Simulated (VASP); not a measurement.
A run of VASP 6.6.1 is set up as follows.

Contents of INCAR:

```
ALGO = Normal
EDIFF = 1E-6
ENCUT = 520
GGA = PS
ISIF = 2
ISMEAR = 0
IVDW = 12
LASPH = True
LCHARG = True
LELF = True
LREAL = False
LVHAR = True
LWAVE = False
NBANDS = 10
NELM = 60
PREC = Accurate
SIGMA = 0.15
```

File KPOINTS:

```
k-points
0
Gamma
  18 18 10
```

The input POSCAR:

```
Al
1.0
    2.9530781191      0.0000000000      0.0000000000
   -1.4765390595      2.5574406705      0.0000000000
    0.0000000000      0.0000000000      4.7451787500
Al
2
Direct
    0.6666666667      0.3333333333      0.7500000000
    0.3333333333      0.6666666667      0.2500000000
```

Potentials or basis: VASP PAW PBE potentials, release 64 (Al).

The run is started by

```sh
$ cat potpaw_PBE.64/Al/POTCAR > POTCAR
$ mpirun -np 1 vasp_std > vasp.out
```

Question: Estimate the pressure.

Answer: -8.6 GPa.

Question: What does it give for the dispersion energy per atom?

Answer: -0.292 eV.

Question: What does it give for the band gap on the k mesh?

Answer: Zero (bands 3 and 4 overlap by 7.33 eV).

Stress tensor (GPa, compression positive):
```
-8.90  0.00  0.00
 0.00 -8.90  0.00
 0.00  0.00 -7.98
```

Caveat: the cell differs from its parent crystal (strain +0.050 along x and y, -0.025 along z); the cell stands under tension; the PAW data sets were made with another functional, which shifts forces and pressure a little.
